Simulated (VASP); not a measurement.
# Pd (Fm-3m) in VASP: notebook

Runs on Pd. Level: LDA. Tasks: single point.

Program: VASP 6.6.1. These are calculated values, not measurements. Logs are shortened: lines on timing, memory, paths and dates and some standing lists are left out, and cuts for length are marked.

### Step 1. The cell of the first run

It takes space group Fm-3m (No. 225, cubic). Conventional cell: a = 3.841 Å, b = 3.841 Å, c = 3.841 Å, α = 90.00°, β = 90.00°, γ = 90.00°. Within 3.6 Å of Pd (site symmetry m-3m) lie 12 Pd at 2.72 Å.

### Step 2. Single point, LDA, collinear spin, ferromagnetic start

INCAR

```
SYSTEM = Pd
  PREC = Accurate
  ENCUT = 520
  EDIFF = 1E-6
  ISMEAR = 1
  SIGMA = 0.2
  LREAL = .FALSE.
  LASPH = .TRUE.
  NELM = 150
  ALGO = Normal
  ISIF = 2
  LWAVE = .FALSE.
  LCHARG = .FALSE.
  ISPIN = 2
  MAGMOM = 0.5
  LORBIT = 11
  LMAXMIX = 4
  GGA = CA
  NBANDS = 15
```

KPOINTS

```
Automatic mesh
0
G
  14 14 14
  0 0 0
```

POSCAR

```
Pd
1.0
    0.0000000000      1.9202771092      1.9202771092
    1.9202771092      0.0000000000      1.9202771092
    1.9202771092      1.9202771092      0.0000000000
Pd
1
Direct
    0.0000000000      0.0000000000      0.0000000000
```

Potentials or basis: VASP PAW LDA potentials, release 64 (Pd).

Launch:

```
> cat potpaw_LDA.64/Pd/POTCAR > POTCAR
> mpirun -np 1 vasp_std > vasp.out
```

OUTCAR:

```text
SYSTEM = Pd
   PREC = Accurate
   ENCUT = 520
   EDIFF = 1E-6
   ISMEAR = 1
   LREAL = .FALSE.
   LASPH = .TRUE.
   NELM = 150
   ISIF = 2
   ISPIN = 2
   LORBIT = 11
   GGA = CA

 ion  position               nearest neighbor table
   1  0.000  0.000  0.000-

  LATTYP: Found a face centered cubic cell.
 ALAT       =     3.8405542184

  Lattice vectors:

 A1 = (   0.0000000000,   1.9202771092,   1.9202771092)
 A2 = (   1.9202771092,   0.0000000000,   1.9202771092)
 A3 = (   1.9202771092,   1.9202771092,   0.0000000000)

Analysis of symmetry for initial positions (statically):
[... 25 lines left out ...]
The dynamic configuration has the point symmetry O_h .

Analysis of structural, dynamic, and magnetic symmetry:
=====================================================================
 Subroutine PRICEL returns:
[... 7 lines left out ...]
 out of a pool of 48 trial point group operations.

The overall configuration has the point symmetry O_h .

 Subroutine INISYM returns: Found 48 space group operations
[... 5 lines left out ...]
                                     Primitive cell

  volume of cell :      14.1619

  direct lattice vectors                    reciprocal lattice vectors
     0.000000000  1.920277109  1.920277109    -0.260379087  0.260379087  0.260379087
     1.920277109  0.000000000  1.920277109     0.260379087 -0.260379087  0.260379087
     1.920277109  1.920277109  0.000000000     0.260379087  0.260379087 -0.260379087

  length of vectors
     2.715681931  2.715681931  2.715681931     0.450989807  0.450989807  0.450989807

  position of ions in fractional coordinates (direct lattice)
     0.000000000  0.000000000  0.000000000

  ion indices of the primitive-cell ions
   primitive index   ion index
                 1           1

----------------------------------------------------------------------------------------

 KPOINTS: Automatic mesh

Automatic generation of k-mesh.
 Grid dimensions read from file:
 generate k-points for:   14   14   14

 Generating k-lattice:

  Cartesian coordinates                     Fractional coordinates (reciprocal lattice)
    -0.018598506  0.018598506  0.018598506     0.071428571  0.000000000  0.000000000
     0.018598506 -0.018598506  0.018598506     0.000000000  0.071428571  0.000000000
     0.018598506  0.018598506 -0.018598506     0.000000000  0.000000000  0.071428571

  Length of vectors
     0.032213558  0.032213558  0.032213558

  Shift w.r.t. Gamma in fractional coordinates (k-lattice)
     0.000000000  0.000000000  0.000000000

 Subroutine IBZKPT returns following result:
 ===========================================

 Found    104 irreducible k-points:

 Following reciprocal coordinates:
            Coordinates               Weight
  0.000000  0.000000  0.000000      1.000000
  0.071429  0.000000  0.000000      8.000000
[... 76 lines left out ...]
 maximum number of plane-waves:       392
   NGX =  9   NGY =  9   NGZ =  9

 number of electron      10.0000005 magnetization       0.0309249

 number of electron      10.0000005 magnetization      -0.0014281

 Free energy of the ion-electron system (eV)
  ---------------------------------------------------
  ext. energy  EPLUGINS =         0.00000000
  ---------------------------------------------------
  free energy    TOTEN  =        -6.48553858 eV

  energy without entropy =       -6.47660167  energy(sigma->0) =       -6.48255961

 E-fermi :  10.2982     XC(G=0): -13.7679

 val. band max:       10.2979994678   @ k =   0.5000   0.0714   0.0000
 cond. band min:      10.3058896022   @ k =   0.4286   0.2143   0.0000
 fundamental gap:      0.0078901344
 Fermi energy:        10.2981837255

 spin component 1

 k-point     1 :       0.0000    0.0000    0.0000
  band No.  band energies     occupation
      1       2.7480      1.00000
      2       7.2388      1.00000
      3       7.2388      1.00000
      4       7.2388      1.00000
      5       8.9981      1.00000
      6       8.9981      1.00000
      7      27.4440      0.00000
      8      32.3997      0.00000
      9      32.3997      0.00000
     10      32.3997      0.00000
     11      35.9172      0.00000
     12      38.0396      0.00000
     13      41.6846      0.00000
     14      41.6846      0.00000
[... 403 lines left out ...]
      4       8.0191      1.00000
      5       9.1279      1.00000
      6       9.6081      1.00001
      7      25.9632      0.00000
      8      29.1120      0.00000
      9      30.4770      0.00000
     10      32.2975      0.00000
     11      35.8455      0.00000
     12      37.3303      0.00000
     13      38.6777      0.00000
     14      39.3401      0.00000
     15      42.7201      0.00000

 [... further k-points ...]

 spin component 2

 k-point     1 :       0.0000    0.0000    0.0000
  band No.  band energies     occupation
      1       2.7478      1.00000
      2       7.2379      1.00000
      3       7.2379      1.00000
      4       7.2379      1.00000
      5       8.9972      1.00000
      6       8.9972      1.00000
      7      27.4437      0.00000
      8      32.3995      0.00000
      9      32.3995      0.00000
     10      32.3995      0.00000
     11      35.9154      0.00000
     12      38.0396      0.00000
     13      41.6841      0.00000
     14      41.6841      0.00000
[... 403 lines left out ...]
      4       8.0182      1.00000
      5       9.1271      1.00000
      6       9.6071      1.00001
      7      25.9628      0.00000
      8      29.1117      0.00000
      9      30.4767      0.00000
     10      32.2971      0.00000
     11      35.8439      0.00000
     12      37.3298      0.00000
     13      38.6774      0.00000
     14      39.3397      0.00000
     15      42.7196      0.00000

 [... further k-points ...]
[... 5 lines left out ...]
  --------------------------------------------------------------------------------------
  -------------------------------------------------------------------------------------
  Total        0.0138042      0.0138042      0.0138042      0.0000000      0.0000000     -0.0000000
  in kB        1.5617133      1.5617133      1.5617133      0.0000000      0.0000000     -0.0000000
  external PRESSURE =       1.5617133 kB  Pullay stress =       0.0000000 kB

 VOLUME and BASIS-vectors are now :
 -----------------------------------------------------------------------------
  energy-cutoff  :      520.00
  volume of cell :       14.16
      direct lattice vectors                 reciprocal lattice vectors
     0.000000000  1.920277109  1.920277109    -0.260379087  0.260379087  0.260379087
     1.920277109  0.000000000  1.920277109     0.260379087 -0.260379087  0.260379087
     1.920277109  1.920277109  0.000000000     0.260379087  0.260379087 -0.260379087

 POSITION                                       TOTAL-FORCE (eV/Angst)
 -----------------------------------------------------------------------------------
      0.00000      0.00000      0.00000         0.000000      0.000000      0.000000
 -----------------------------------------------------------------------------------
    total drift:                                0.000000     -0.000000      0.000000

  FREE ENERGIE OF THE ION-ELECTRON SYSTEM (eV)
  ---------------------------------------------------
  free  energy   TOTEN  =        -6.4855385804 eV

  energy  without entropy=       -6.4766016696  energy(sigma->0) =       -6.48255961

 total charge

# of ion       s       p       d       tot
------------------------------------------
    1        0.514   0.530   8.485   9.528

 magnetization (x)

# of ion       s       p       d       tot
------------------------------------------
    1       -0.000   0.000  -0.001  -0.001
```

It took 38 s on 1 thread of Intel Xeon Platinum 8488C (Sapphire Rapids), shared host; peak memory 0.14 GiB.

What came out:

```yaml
Free_energy: -6.4855 eV
Pressure: 0.2 GPa
Band_gap_on_the_k_mesh: zero (filled and empty bands overlap)
Net_moment: 0.00 μB per cell
Valence_electrons_inside_the_program's_atomic_spheres: Pd 9.53
```

### Step 3. Single point, LDA, collinear spin, ferromagnetic start

INCAR

```
SYSTEM = Pd
PREC     = Accurate       ! precision mode
ENCUT    = 520            ! plane-wave cutoff, eV
EDIFF    = 1E-6           ! SCF threshold, eV
ISMEAR   = 1              ! smearing method
SIGMA    = 0.3            ! smearing width, eV
LREAL    = .FALSE.        ! projectors in reciprocal space
LASPH    = .TRUE.         ! aspherical terms in the spheres
NELM     = 150            ! most SCF steps
ALGO     = Normal         ! electronic algorithm
ISIF     = 2              ! what is computed and relaxed
LWAVE    = .FALSE.        ! write WAVECAR
LCHARG   = .FALSE.        ! write CHGCAR
ISPIN    = 2              ! spin polarisation
MAGMOM   = 0.5            ! initial moments
LORBIT   = 11             ! projections on sites
LMAXMIX  = 4              ! l up to which the mixer works
GGA      = CA             ! functional
NBANDS   = 15             ! bands
```

KPOINTS is that of step 2.

POSCAR is that of step 2.

Potentials or basis: VASP PAW LDA potentials, release 64 (Pd).

Launch:

```
> cat potpaw_LDA.64/Pd/POTCAR > POTCAR
> mpirun -np 1 vasp_std > vasp.out
```

OUTCAR:

```text
SYSTEM = Pd
   PREC = Accurate
   ENCUT = 520
   EDIFF = 1E-6
   ISMEAR = 1
   LREAL = .FALSE.
   LASPH = .TRUE.
   NELM = 150
   ISIF = 2
   ISPIN = 2
   LORBIT = 11
   GGA = CA

 ion  position               nearest neighbor table
   1  0.000  0.000  0.000-

  LATTYP: Found a face centered cubic cell.
 ALAT       =     3.8405542184

  Lattice vectors:

 A1 = (   0.0000000000,   1.9202771092,   1.9202771092)
 A2 = (   1.9202771092,   0.0000000000,   1.9202771092)
 A3 = (   1.9202771092,   1.9202771092,   0.0000000000)

Analysis of symmetry for initial positions (statically):
[... 25 lines left out ...]
The dynamic configuration has the point symmetry O_h .

Analysis of structural, dynamic, and magnetic symmetry:
=====================================================================
 Subroutine PRICEL returns:
[... 7 lines left out ...]
 out of a pool of 48 trial point group operations.

The overall configuration has the point symmetry O_h .

 Subroutine INISYM returns: Found 48 space group operations
[... 5 lines left out ...]
                                     Primitive cell

  volume of cell :      14.1619

  direct lattice vectors                    reciprocal lattice vectors
     0.000000000  1.920277109  1.920277109    -0.260379087  0.260379087  0.260379087
     1.920277109  0.000000000  1.920277109     0.260379087 -0.260379087  0.260379087
     1.920277109  1.920277109  0.000000000     0.260379087  0.260379087 -0.260379087

  length of vectors
     2.715681931  2.715681931  2.715681931     0.450989807  0.450989807  0.450989807

  position of ions in fractional coordinates (direct lattice)
     0.000000000  0.000000000  0.000000000

  ion indices of the primitive-cell ions
   primitive index   ion index
                 1           1

----------------------------------------------------------------------------------------

 KPOINTS: Automatic mesh

Automatic generation of k-mesh.
 Grid dimensions read from file:
 generate k-points for:   14   14   14

 Generating k-lattice:

  Cartesian coordinates                     Fractional coordinates (reciprocal lattice)
    -0.018598506  0.018598506  0.018598506     0.071428571  0.000000000  0.000000000
     0.018598506 -0.018598506  0.018598506     0.000000000  0.071428571  0.000000000
     0.018598506  0.018598506 -0.018598506     0.000000000  0.000000000  0.071428571

  Length of vectors
     0.032213558  0.032213558  0.032213558

  Shift w.r.t. Gamma in fractional coordinates (k-lattice)
     0.000000000  0.000000000  0.000000000

 Subroutine IBZKPT returns following result:
 ===========================================

 Found    104 irreducible k-points:

 Following reciprocal coordinates:
            Coordinates               Weight
  0.000000  0.000000  0.000000      1.000000
  0.071429  0.000000  0.000000      8.000000
  0.142857  0.000000  0.000000      8.000000
  0.214286  0.000000  0.000000      8.000000
  0.285714  0.000000  0.000000      8.000000
  0.357143  0.000000  0.000000      8.000000
[... 16 lines left out ...]
  0.214286  0.142857  0.000000     24.000000
  0.285714  0.142857  0.000000     24.000000
 [... further k-points ...]
   k-points           NKPTS =    104   k-points in BZ     NKDIM =    104   number of bands    NBANDS=     15
   number of dos      NEDOS =    301   number of ions     NIONS =      1
   total plane-waves  NPLWV =   8000
   dimension x,y,z NGX =    20 NGY =   20 NGZ =   20
   dimension x,y,z NGXF=    40 NGYF=   40 NGZF=   40
   ions per type =               1
   NGX,Y,Z   is equivalent  to a cutoff of  12.24, 12.24, 12.24 a.u.
   NGXF,Y,Z  is equivalent  to a cutoff of  24.49, 24.49, 24.49 a.u.
 SYSTEM =  Pd
   PREC   = accura    normal or accurate (medium, high low for compatibility)
   ISTART =      0    job   : 0-new  1-cont  2-samecut
   ICHARG =      2    charge: 1-file 2-atom 10-const
   ISPIN  =      2    spin polarized calculation?
   LNONCOLLINEAR =      F non collinear calculations
   LSORBIT =      F    spin-orbit coupling
   LASPH  =      T    aspherical Exc in radial PAW
   ENCUT  =  520.0 eV  38.22 Ry    6.18 a.u.   5.05  5.05  5.05*2*pi/ulx,y,z
   NELM   =    150;   NELMIN=  2; NELMDL= -5     # of ELM steps
   EDIFF  = 0.1E-05   stopping-criterion for ELM
   LREAL  =      F    real-space projection
   EDIFFG = 0.1E-04   stopping-criterion for IOM
   NSW    =      0    number of steps for IOM
   IBRION =     -1    ionic relax: 0-MD 1-quasi-New 2-CG
   NFREE  =      0    steps in history (QN), initial steepest desc. (CG)
   ISIF   =      2    stress and relaxation
   ISYM   =      2    0-nonsym 1-usesym 2-fastsym
   POTIM  = 0.5000    time-step for ionic-motion
   TEBEG  =    0.0;   TEEND  =   0.0 temperature during run
   PSTRESS=    0.0 pullay stress
   NELECT =      10.0000    total number of electrons
   NUPDOWN=      -1.0000    fix difference up-down
   EMIN   =  10.00;   EMAX   =-10.00  energy-range for DOS
   EFERMI =   0.00;   METHOD = LEGACY
   ISMEAR =     1;   SIGMA  =   0.30  broadening in eV -4-tet -1-fermi 0-gaus
   EFERMI_NEDOS =   21; number of points for ismear=-14 and -15
   IALGO  =     38    algorithm
   IMIX   =      4    mixing-type and parameters
     AMIX     =   0.40;   BMIX     =  1.00
     AMIX_MAG =   1.60;   BMIX_MAG =  1.00
  volume/ion in A,a.u.               =      14.16        95.57
  Fermi-wavevector in a.u.,A,eV,Ry     =   1.457810  2.754861 28.915238  2.125210
  Thomas-Fermi vector in A             =   2.574568
   LORBIT       =     11    0 simple, 1 ext, 2 COOP (PROOUT), +10 PAW based schemes
   GGA     = CA    functional components
   LHFCALC =     F    Hartree Fock is set to
   AEXX    =    0.0000 exact exchange contribution
   IVDW    =     0    specifies the selected vdW correction
   LEPSILON=     F    determine dielectric tensor
   LRPA    =     F    only Hartree local field effects (RPA)
 spin polarized calculation
 Methfessel and Paxton  Order N= 1 SIGMA  =   0.30
  energy-cutoff  :      520.00
  volume of cell :       14.16
 maximum number of plane-waves:       392
   NGX =  9   NGY =  9   NGZ =  9

 number of electron      10.0000005 magnetization       0.0042612

 number of electron      10.0000005 magnetization      -0.0010165

 Free energy of the ion-electron system (eV)
  ---------------------------------------------------
  ext. energy  EPLUGINS =         0.00000000
  ---------------------------------------------------
  free energy    TOTEN  =        -6.49141345 eV

  energy without entropy =       -6.47030009  energy(sigma->0) =       -6.48437566

 E-fermi :  10.3053     XC(G=0): -13.7681

 val. band max:       10.3052161521   @ k =   0.4286   0.2143   0.0000
 cond. band min:      10.3058776524   @ k =   0.4286   0.2143   0.0000
 fundamental gap:      0.0006615004
 Fermi energy:        10.3053208975

 spin component 1

 k-point     1 :       0.0000    0.0000    0.0000
  band No.  band energies     occupation
      1       2.7480      1.00000
      2       7.2386      1.00000
      3       7.2386      1.00000
      4       7.2386      1.00000
      5       8.9965      1.00000
      6       8.9965      1.00000
      7      27.4447      0.00000
      8      32.3992      0.00000
      9      32.3992      0.00000
     10      32.3992      0.00000
     11      35.9147      0.00000
     12      38.0392      0.00000
     13      41.6846      0.00000
     14      41.6846      0.00000
[... 403 lines left out ...]
      4       8.0186      1.00000
      5       9.1272      1.00000
      6       9.6066      1.00240
      7      25.9628      0.00000
      8      29.1122      0.00000
      9      30.4767      0.00000
     10      32.2975      0.00000
     11      35.8431      0.00000
     12      37.3297      0.00000
     13      38.6776      0.00000
     14      39.3400      0.00000
     15      42.7201      0.00000

 [... further k-points ...]

 spin component 2

 k-point     1 :       0.0000    0.0000    0.0000
  band No.  band energies     occupation
      1       2.7479      1.00000
      2       7.2380      1.00000
      3       7.2380      1.00000
      4       7.2380      1.00000
      5       8.9958      1.00000
      6       8.9958      1.00000
      7      27.4446      0.00000
      8      32.3990      0.00000
      9      32.3990      0.00000
     10      32.3990      0.00000
     11      35.9133      0.00000
     12      38.0392      0.00000
     13      41.6844      0.00000
     14      41.6844      0.00000
[... 403 lines left out ...]
      4       8.0180      1.00000
      5       9.1267      1.00000
      6       9.6060      1.00238
      7      25.9626      0.00000
      8      29.1120      0.00000
      9      30.4765      0.00000
     10      32.2973      0.00000
     11      35.8419      0.00000
     12      37.3294      0.00000
     13      38.6774      0.00000
     14      39.3398      0.00000
     15      42.7198      0.00000

 [... further k-points ...]
[... 5 lines left out ...]
  --------------------------------------------------------------------------------------
  -------------------------------------------------------------------------------------
  Total        0.0235558      0.0235558      0.0235558      0.0000000      0.0000000     -0.0000000
  in kB        2.6649366      2.6649366      2.6649366      0.0000000      0.0000000     -0.0000000
  external PRESSURE =       2.6649366 kB  Pullay stress =       0.0000000 kB

 VOLUME and BASIS-vectors are now :
 -----------------------------------------------------------------------------
  energy-cutoff  :      520.00
  volume of cell :       14.16
      direct lattice vectors                 reciprocal lattice vectors
     0.000000000  1.920277109  1.920277109    -0.260379087  0.260379087  0.260379087
     1.920277109  0.000000000  1.920277109     0.260379087 -0.260379087  0.260379087
     1.920277109  1.920277109  0.000000000     0.260379087  0.260379087 -0.260379087

 POSITION                                       TOTAL-FORCE (eV/Angst)
 -----------------------------------------------------------------------------------
      0.00000      0.00000      0.00000        -0.000000     -0.000000      0.000000
 -----------------------------------------------------------------------------------
    total drift:                                0.000000     -0.000000      0.000000

  FREE ENERGIE OF THE ION-ELECTRON SYSTEM (eV)
  ---------------------------------------------------
  free  energy   TOTEN  =        -6.4914134476 eV

  energy  without entropy=       -6.4703000885  energy(sigma->0) =       -6.48437566

 total charge

# of ion       s       p       d       tot
------------------------------------------
    1        0.514   0.530   8.484   9.528

 magnetization (x)

# of ion       s       p       d       tot
------------------------------------------
    1       -0.000   0.000  -0.001  -0.001
```

Wall time 29 s (1 thread of Intel Xeon Platinum 8488C (Sapphire Rapids), shared host); peak memory 0.14 GiB.

What came out:

```yaml
Free_energy: -6.4914 eV
Pressure: 0.3 GPa
Band_gap_on_the_k_mesh: zero (filled and empty bands overlap)
Net_moment: 0.00 μB per cell
Valence_electrons_inside_the_program's_atomic_spheres: Pd 9.53
```

Levels at points of the mesh, in eV from the Fermi level:
Spin up:
```
           k point  band 1  band 2  band 3  band 4  band 5  band 6  band 7  band 8  band 9  band 10
(0.00, 0.00, 0.00)   -7.56   -3.07   -3.07   -3.07   -1.31   -1.31   17.14   22.09   22.09    22.09
(0.50, 0.00, 0.00)   -5.69   -3.11   -3.11   -0.02   -0.02    0.85    7.58   16.52   21.31    21.31
(0.50, 0.50, 0.00)   -5.79   -5.49   -0.04    0.32    0.32    3.25   11.15   13.29   13.29    22.12
```
Spin down:
```tsv
k point	band 2	band 3	band 4	band 5	band 6	band 7	band 8	band 9
(0.00, 0.00, 0.00)	-3.07	-3.07	-3.07	-1.31	-1.31	17.14	22.09	22.09
(0.50, 0.00, 0.00)	-3.11	-3.11	-0.02	-0.02	0.85	7.58	16.52	21.31
(0.50, 0.50, 0.00)	-5.49	-0.04	0.32	0.32	3.25	11.15	13.29	13.29
```
